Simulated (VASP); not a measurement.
# MgB2 (P6/mmm) in VASP: notebook

The runs below take MgB2 through single point, with LDA.

All numbers are computed with VASP 6.6.1; they aren't measurements. Logs are shortened: lines on timing, memory, paths and dates and some standing lists are left out, and cuts for length are marked.

### 1 The cell of the first run

The structure is hexagonal, space group P6/mmm (No. 191). The conventional cell has a = 3.064 Å, b = 3.064 Å, c = 3.499 Å, α = 90.00°, β = 90.00°, γ = 120.00°. Mg (site symmetry 6/mmm) has 12 B at 2.49 Å and 6 Mg at 3.06 Å within 3.3 Å. B (site symmetry -6m2) has 3 B at 1.77 Å within 2.3 Å.

### 2 Single point, LDA (volume scaled by 0.98)

Input file INCAR:

```
SYSTEM = MgB2
ALGO = Normal
EDIFF = 1E-6
ENCUT = 520
GGA = CA
ISIF = 2
ISMEAR = -1
LASPH = .TRUE.
LCHARG = .FALSE.
LREAL = .FALSE.
LWAVE = .FALSE.
NBANDS = 11
NELM = 80
PREC = Accurate
SIGMA = 0.05
```

Input file KPOINTS:

```
k-points
0
G
  10 10 8
  0 0 0
```

Input file POSCAR:

```
MgB2
1.0
    3.0642946782      0.0000000000      0.0000000000
   -1.5321473391      2.6537570360      0.0000000000
    0.0000000000      0.0000000000      3.4993549923
Mg B
1 2
Direct
    0.0000000000      0.0000000000      0.0000000000
    0.6666666667      0.3333333333      0.5000000000
    0.3333333333      0.6666666667      0.5000000000
```

Potentials or basis: VASP PAW LDA potentials, release 64 (Mg, B).

Command:

```sh
$ cat potpaw_LDA.64/Mg/POTCAR potpaw_LDA.64/B/POTCAR > POTCAR
$ mpirun -np 1 vasp_std > vasp.out
```

OUTCAR:

```text
SYSTEM = MgB2
   EDIFF = 1E-6
   ENCUT = 520
   GGA = CA
   ISIF = 2
   ISMEAR = -1
   LASPH = .TRUE.
   LREAL = .FALSE.
   NELM = 80
   PREC = Accurate

 ion  position               nearest neighbor table
   1  0.000  0.000  0.000-   2 2.49   3 2.49   2 2.49   3 2.49   3 2.49   3 2.49   2 2.49   2 2.49
                             2 2.49   2 2.49   3 2.49   3 2.49
   2  0.667  0.333  0.500-   3 1.77   3 1.77   3 1.77   1 2.49   1 2.49   1 2.49   1 2.49   1 2.49
                             1 2.49
   3  0.333  0.667  0.500-   2 1.77   2 1.77   2 1.77   1 2.49   1 2.49   1 2.49   1 2.49   1 2.49
                             1 2.49

  LATTYP: Found a hexagonal cell.
 ALAT       =     3.0642946782
 C/A-ratio  =     1.1419773096

  Lattice vectors:

 A1 = (   3.0642946782,   0.0000000000,   0.0000000000)
 A2 = (  -1.5321473391,   2.6537570360,   0.0000000000)
 A3 = (   0.0000000000,   0.0000000000,   3.4993549923)

Analysis of symmetry for initial positions (statically):
=====================================================================
 Subroutine PRICEL returns:
 Original cell was already a primitive cell.

 Routine SETGRP: Setting up the symmetry group for a
 hexagonal supercell.

 Subroutine GETGRP returns: Found 24 space group operations
 (whereof 24 operations were pure point group operations)
 out of a pool of 24 trial point group operations.

The static configuration has the point symmetry D_6h.

Analysis of symmetry for dynamics (positions and initial velocities):
=====================================================================
 Subroutine PRICEL returns:
 Original cell was already a primitive cell.

 Routine SETGRP: Setting up the symmetry group for a
 hexagonal supercell.

 Subroutine GETGRP returns: Found 24 space group operations
 (whereof 24 operations were pure point group operations)
 out of a pool of 24 trial point group operations.

The dynamic configuration has the point symmetry D_6h.

 Subroutine INISYM returns: Found 24 space group operations
 (whereof 24 operations are pure point group operations),
 and found     1 'primitive' translations

----------------------------------------------------------------------------------------

                                     Primitive cell

  volume of cell :      28.4564

  direct lattice vectors                    reciprocal lattice vectors
     3.064294678  0.000000000  0.000000000     0.326339372  0.188412124  0.000000000
    -1.532147339  2.653757036  0.000000000     0.000000000  0.376824248  0.000000000
     0.000000000  0.000000000  3.499354992     0.000000000  0.000000000  0.285766949

  length of vectors
     3.064294678  3.064294678  3.499354992     0.376824248  0.376824248  0.285766949

  position of ions in fractional coordinates (direct lattice)
     0.000000000  0.000000000  0.000000000
     0.666666667  0.333333333  0.500000000
     0.333333333  0.666666667  0.500000000

  ion indices of the primitive-cell ions
   primitive index   ion index
                 1           1
                 2           2
                 3           3

----------------------------------------------------------------------------------------

 KPOINTS: k-points

Automatic generation of k-mesh.
 Grid dimensions read from file:
 generate k-points for:   10   10    8

 Generating k-lattice:

  Cartesian coordinates                     Fractional coordinates (reciprocal lattice)
     0.032633937  0.018841212  0.000000000     0.100000000  0.000000000  0.000000000
     0.000000000  0.037682425  0.000000000     0.000000000  0.100000000  0.000000000
     0.000000000  0.000000000  0.035720869     0.000000000  0.000000000  0.125000000

  Length of vectors
     0.037682425  0.037682425  0.035720869

  Shift w.r.t. Gamma in fractional coordinates (k-lattice)
     0.000000000  0.000000000  0.000000000

 Subroutine IBZKPT returns following result:
 ===========================================

 Found     70 irreducible k-points:

 Following reciprocal coordinates:
            Coordinates               Weight
  0.000000  0.000000  0.000000      1.000000
  0.100000  0.000000  0.000000      6.000000
  0.200000  0.000000  0.000000      6.000000
  0.300000  0.000000  0.000000      6.000000
  0.400000  0.000000  0.000000      6.000000
  0.500000  0.000000  0.000000      3.000000
[... 16 lines left out ...]
  0.300000  0.100000  0.125000     24.000000
  0.400000  0.100000  0.125000     24.000000
 [... further k-points ...]
   k-points           NKPTS =     70   k-points in BZ     NKDIM =     70   number of bands    NBANDS=     11
   number of dos      NEDOS =    301   number of ions     NIONS =      3
   total plane-waves  NPLWV =  16128
   dimension x,y,z NGX =    24 NGY =   24 NGZ =   28
   dimension x,y,z NGXF=    48 NGYF=   48 NGZF=   56
   ions per type =               1   2
   NGX,Y,Z   is equivalent  to a cutoff of  13.02, 13.02, 13.30 a.u.
   NGXF,Y,Z  is equivalent  to a cutoff of  26.04, 26.04, 26.60 a.u.
 SYSTEM =  MgB2
   PREC   = accura    normal or accurate (medium, high low for compatibility)
   ISTART =      0    job   : 0-new  1-cont  2-samecut
   ICHARG =      2    charge: 1-file 2-atom 10-const
   ISPIN  =      1    spin polarized calculation?
   LNONCOLLINEAR =      F non collinear calculations
   LSORBIT =      F    spin-orbit coupling
   LASPH  =      T    aspherical Exc in radial PAW
   ENCUT  =  520.0 eV  38.22 Ry    6.18 a.u.   5.70  5.70  6.51*2*pi/ulx,y,z
   NELM   =     80;   NELMIN=  2; NELMDL= -5     # of ELM steps
   EDIFF  = 0.1E-05   stopping-criterion for ELM
   LREAL  =      F    real-space projection
   EDIFFG = 0.1E-04   stopping-criterion for IOM
   NSW    =      0    number of steps for IOM
   IBRION =     -1    ionic relax: 0-MD 1-quasi-New 2-CG
   NFREE  =      0    steps in history (QN), initial steepest desc. (CG)
   ISIF   =      2    stress and relaxation
   ISYM   =      2    0-nonsym 1-usesym 2-fastsym
   POTIM  = 0.5000    time-step for ionic-motion
   TEBEG  =    0.0;   TEEND  =   0.0 temperature during run
   PSTRESS=    0.0 pullay stress
   NELECT =       8.0000    total number of electrons
   NUPDOWN=      -1.0000    fix difference up-down
   EMIN   =  10.00;   EMAX   =-10.00  energy-range for DOS
   EFERMI =   0.00;   METHOD = LEGACY
   ISMEAR =    -1;   SIGMA  =   0.05  broadening in eV -4-tet -1-fermi 0-gaus
   EFERMI_NEDOS =   21; number of points for ismear=-14 and -15
   IALGO  =     38    algorithm
   IMIX   =      4    mixing-type and parameters
     AMIX     =   0.40;   BMIX     =  1.00
     AMIX_MAG =   1.60;   BMIX_MAG =  1.00
  volume/ion in A,a.u.               =       9.49        64.01
  Fermi-wavevector in a.u.,A,eV,Ry     =   1.072453  2.026642 15.648814  1.150155
  Thomas-Fermi vector in A             =   2.208223
   LORBIT       =      0    0 simple, 1 ext, 2 COOP (PROOUT), +10 PAW based schemes
   GGA     = CA    functional components
   LHFCALC =     F    Hartree Fock is set to
   AEXX    =    0.0000 exact exchange contribution
   IVDW    =     0    specifies the selected vdW correction
   LEPSILON=     F    determine dielectric tensor
   LRPA    =     F    only Hartree local field effects (RPA)
 non-spin polarized calculation
  energy-cutoff  :      520.00
  volume of cell :       28.46
 maximum number of plane-waves:       781
 NGX is ok and might be reduce to    24
   NGX = 11   NGY = 11   NGZ = 13

 number of electron       8.0000000 magnetization

 Free energy of the ion-electron system (eV)
  ---------------------------------------------------
  ext. energy  EPLUGINS =         0.00000000
  ---------------------------------------------------
  free energy    TOTEN  =       -17.27166661 eV

  energy without entropy =      -17.26520838  energy(sigma->0) =      -17.26843750

 E-fermi :   5.4074     XC(G=0): -11.1736

 val. band max:        5.3938689171   @ k =   0.1000   0.0000   0.1250
 cond. band min:       5.4112816014   @ k =   0.3000   0.2000   0.0000
 fundamental gap:      0.0174126843
 Fermi energy:         5.4073989085

 k-point     1 :       0.0000    0.0000    0.0000
  band No.  band energies     occupation
      1      -7.0419      2.00000
      2       2.3950      2.00000
      3       5.7421      0.00247
      4       5.7421      0.00247
      5       7.0537      0.00000
      6      11.7246      0.00000
      7      11.7246      0.00000
      8      13.8017      0.00000
      9      15.3579      0.00000
     10      18.1086      0.00000
     11      21.5348      0.00000

 k-point     2 :       0.1000    0.0000    0.0000
  band No.  band energies     occupation
      1      -6.8670      2.00000
      2       2.5657      2.00000
      3       4.9004      1.99992
      4       5.3438      1.56188
      5       7.2080      0.00000
      6      11.6060      0.00000
      7      12.4750      0.00000
      8      14.1289      0.00000
      9      14.7538      0.00000
     10      18.9506      0.00000
     11      20.8057      0.00000

 k-point     3 :       0.2000    0.0000    0.0000
  band No.  band energies     occupation
      1      -6.3452      2.00000
      2       3.0538      2.00000
      3       3.0722      2.00000
      4       4.5503      2.00000
      5       7.6789      0.00000
      6      11.1162      0.00000
      7      13.2018      0.00000
      8      14.2995      0.00000
      9      14.7127      0.00000
     10      19.8493      0.00000
     11      19.9589      0.00000

 k-point     4 :       0.3000    0.0000    0.0000
  band No.  band energies     occupation
      1      -5.4859      2.00000
      2       0.9830      2.00000
      3       3.8229      2.00000
      4       3.8885      2.00000
      5       8.3950      0.00000
      6      10.6151      0.00000
      7      11.2490      0.00000
      8      14.3815      0.00000
      9      16.6188      0.00000
     10      18.7859      0.00000
     11      19.9100      0.00000

 k-point     5 :       0.4000    0.0000    0.0000
  band No.  band energies     occupation
      1      -4.3095      2.00000
      2      -0.9877      2.00000
      3       3.3460      2.00000
      4       4.9102      1.99990
      5       9.0948      0.00000
      6       9.4141      0.00000
      7      10.4869      0.00000
      8      13.2776      0.00000
      9      18.1470      0.00000
     10      18.6511      0.00000
     11      19.8002      0.00000
[... 211 lines left out ...]
 k-point    21 :       0.1000    0.1000    0.1250
  band No.  band energies     occupation
      1      -6.3850      2.00000
      2       1.9477      2.00000
      3       3.8566      2.00000
      4       4.5475      2.00000
      5       8.7907      0.00000
      6      11.9601      0.00000
      7      12.4708      0.00000
      8      13.4095      0.00000
      9      15.5784      0.00000
     10      18.1563      0.00000
     11      19.7762      0.00000

 k-point    22 :       0.2000    0.1000    0.1250
  band No.  band energies     occupation
      1      -5.6989      2.00000
      2       2.1028      2.00000
      3       2.6382      2.00000
      4       3.5597      2.00000
      5       9.3972      0.00000
      6      10.9949      0.00000
      7      11.9208      0.00000
      8      14.2116      0.00000
      9      16.4140      0.00000
     10      16.7396      0.00000
     11      19.9064      0.00000

 k-point    23 :       0.3000    0.1000    0.1250
  band No.  band energies     occupation
      1      -4.6867      2.00000
      2       0.1522      2.00000
      3       2.8688      2.00000
      4       3.6343      2.00000
      5       9.0914      0.00000
      6      10.2879      0.00000
      7      11.5309      0.00000
      8      14.5092      0.00000
      9      15.9667      0.00000
     10      17.4472      0.00000
     11      19.6285      0.00000

 k-point    24 :       0.4000    0.1000    0.1250
  band No.  band energies     occupation
      1      -3.3909      2.00000
      2      -1.6606      2.00000
      3       2.5377      2.00000
      4       4.6885      2.00000
      5       7.5800      0.00000
      6      10.6644      0.00000
      7      11.7758      0.00000
      8      13.6488      0.00000
      9      15.5687      0.00000
     10      18.8029      0.00000
     11      19.8344      0.00000

 [... further k-points ...]
[... 5 lines left out ...]
  --------------------------------------------------------------------------------------
  -------------------------------------------------------------------------------------
  Total       -0.8896860     -0.8896860     -0.9976022      0.0000000     -0.0000000      0.0000000
  in kB      -50.0919163    -50.0919163    -56.1679161      0.0000000     -0.0000000      0.0000000
  external PRESSURE =     -52.1172495 kB  Pullay stress =       0.0000000 kB

 VOLUME and BASIS-vectors are now :
 -----------------------------------------------------------------------------
  energy-cutoff  :      520.00
  volume of cell :       28.46
      direct lattice vectors                 reciprocal lattice vectors
     3.064294678  0.000000000  0.000000000     0.326339372  0.188412124  0.000000000
    -1.532147339  2.653757036  0.000000000     0.000000000  0.376824248  0.000000000
     0.000000000  0.000000000  3.499354992     0.000000000  0.000000000  0.285766949

 POSITION                                       TOTAL-FORCE (eV/Angst)
 -----------------------------------------------------------------------------------
      0.00000      0.00000      0.00000         0.000000      0.000000      0.000000
      1.53215      0.88459      1.74968         0.000000     -0.000000      0.000000
     -0.00000      1.76917      1.74968        -0.000000      0.000000      0.000000
 -----------------------------------------------------------------------------------
    total drift:                                0.000000     -0.000000      0.000000

  FREE ENERGIE OF THE ION-ELECTRON SYSTEM (eV)
  ---------------------------------------------------
  free  energy   TOTEN  =       -17.2716666136 eV

  energy  without entropy=      -17.2652083847  energy(sigma->0) =      -17.26843750
```

It took 10 s on 1 thread of AMD EPYC 7R13, shared host; peak memory 0.15 GiB.

What came out:

```yaml
Free_energy: -17.2717 eV
Pressure: -5.2 GPa
Band_gap_on_the_k_mesh: zero (band 4 reaches 6.49 eV, above the bottom of band 5 at 4.01 eV)
```

Caveat: the cell differs from its parent crystal (volume scaled by 0.98).

### 3 Single point, LDA

This run uses another cell than the first one, of 9.68 Å³/atom, 1.020 times its volume.

Input file INCAR:

```
PREC = Accurate ; ENCUT = 520
EDIFF = 1E-6 ; ISMEAR = -1
SIGMA = 0.05 ; LREAL = F
LASPH = T ; NELM = 100
ALGO = Normal ; ISIF = 2
LWAVE = F ; LCHARG = T
LELF = T ; LVHAR = T
NBANDS = 11
```

Input file KPOINTS:

```
regular mesh
0
Gamma
  10 10 8
```

Input file POSCAR:

```
MgB2
1.0
    3.0850000000      0.0000000000      0.0000000000
   -1.5425000000      2.6716883707      0.0000000000
    0.0000000000      0.0000000000      3.5230000000
Mg B
1 2
Direct
    0.0000000000      0.0000000000      0.0000000000
    0.6666666667      0.3333333333      0.5000000000
    0.3333333333      0.6666666667      0.5000000000
```

Potentials or basis: VASP PAW LDA potentials, release 64 (Mg, B).

Command:

```sh
$ cat potpaw_LDA.64/Mg/POTCAR potpaw_LDA.64/B/POTCAR > POTCAR
$ mpirun -np 1 vasp_std > vasp.out
```

OUTCAR:

```text
PREC = Accurate
   ENCUT = 520
   EDIFF = 1E-6
   ISMEAR = -1
   LREAL = F
   LASPH = T
   NELM = 100
   ISIF = 2

 ion  position               nearest neighbor table
   1  0.000  0.000  0.000-   2 2.51   3 2.51   2 2.51   3 2.51   2 2.51   2 2.51   3 2.51   3 2.51
                             2 2.51   2 2.51   3 2.51   3 2.51
   2  0.667  0.333  0.500-   3 1.78   3 1.78   3 1.78   1 2.51   1 2.51   1 2.51   1 2.51   1 2.51
                             1 2.51
   3  0.333  0.667  0.500-   2 1.78   2 1.78   2 1.78   1 2.51   1 2.51   1 2.51   1 2.51   1 2.51
                             1 2.51

  LATTYP: Found a hexagonal cell.
 ALAT       =     3.0850000000
 C/A-ratio  =     1.1419773096

  Lattice vectors:

 A1 = (   3.0850000000,   0.0000000000,   0.0000000000)
 A2 = (  -1.5425000000,   2.6716883707,   0.0000000000)
 A3 = (   0.0000000000,   0.0000000000,   3.5230000000)

Analysis of symmetry for initial positions (statically):
=====================================================================
 Subroutine PRICEL returns:
 Original cell was already a primitive cell.

 Routine SETGRP: Setting up the symmetry group for a
 hexagonal supercell.

 Subroutine GETGRP returns: Found 24 space group operations
 (whereof 24 operations were pure point group operations)
[... 174 lines left out ...]
  band No.  band energies     occupation
      1      -7.0670      2.00000
      2       2.2903      2.00000
      3       5.5834      0.00310
      4       5.5834      0.00310
      5       6.8570      0.00000
      6      11.4904      0.00000
      7      11.4904      0.00000
      8      13.4348      0.00000
      9      15.0360      0.00000
     10      17.7411      0.00000
     11      21.2061      0.00000
[... 309 lines left out ...]
 k-point    24 :       0.4000    0.1000    0.1250
  band No.  band energies     occupation
      1      -3.4632      2.00000
      2      -1.7415      2.00000
      3       2.4229      2.00000
      4       4.5562      2.00000
      5       7.4056      0.00000
      6      10.4330      0.00000
      7      11.5076      0.00000
      8      13.3308      0.00000
      9      15.2656      0.00000
     10      18.4254      0.00000
     11      19.4479      0.00000

 [... further k-points ...]
[... 5 lines left out ...]
  --------------------------------------------------------------------------------------
  -------------------------------------------------------------------------------------
  Total       -1.4964139     -1.4964139     -1.3929172      0.0000000     -0.0000000      0.0000000
  in kB      -82.5674207    -82.5674207    -76.8567962      0.0000000     -0.0000000      0.0000000
  external PRESSURE =     -80.6638792 kB  Pullay stress =       0.0000000 kB

 VOLUME and BASIS-vectors are now :
 -----------------------------------------------------------------------------
  energy-cutoff  :      520.00
  volume of cell :       29.04
      direct lattice vectors                 reciprocal lattice vectors
     3.085000000  0.000000000  0.000000000     0.324149109  0.187147575  0.000000000
    -1.542500000  2.671688371  0.000000000     0.000000000  0.374295150  0.000000000
     0.000000000  0.000000000  3.523000000     0.000000000  0.000000000  0.283848992

 POSITION                                       TOTAL-FORCE (eV/Angst)
 -----------------------------------------------------------------------------------
      0.00000      0.00000      0.00000         0.000000      0.000000      0.000000
      1.54250      0.89056      1.76150         0.000000     -0.000000      0.000000
     -0.00000      1.78113      1.76150        -0.000000      0.000000      0.000000
 -----------------------------------------------------------------------------------
    total drift:                                0.000000     -0.000000     -0.000000

  FREE ENERGIE OF THE ION-ELECTRON SYSTEM (eV)
  ---------------------------------------------------
  free  energy   TOTEN  =       -17.2477504070 eV

  energy  without entropy=      -17.2414336490  energy(sigma->0) =      -17.24459203
```

stdout:

```text
POSCAR found type information on POSCAR MgB
 POSCAR found :  2 types and       3 ions
 scaLAPACK will be used
 LDA part: xc-table for (Slater(with rela. corr.)+CA(PZ))
 , standard interpolation
 POSCAR, INCAR and KPOINTS ok, starting setup
 FFT: planning ... GRIDC
 FFT: planning ... GRID_SOFT
 FFT: planning ... GRID
 WAVECAR not read
 entering main loop
```

Wall time 13 s (1 thread of AMD EPYC 7R13, shared host); peak memory 0.15 GiB.

What came out:

```yaml
Free_energy: -17.2478 eV
Pressure: -8.1 GPa
Band_gap_on_the_k_mesh: zero (band 4 reaches 6.34 eV, above the bottom of band 5 at 3.89 eV)
```

[end of part 1 of 2]
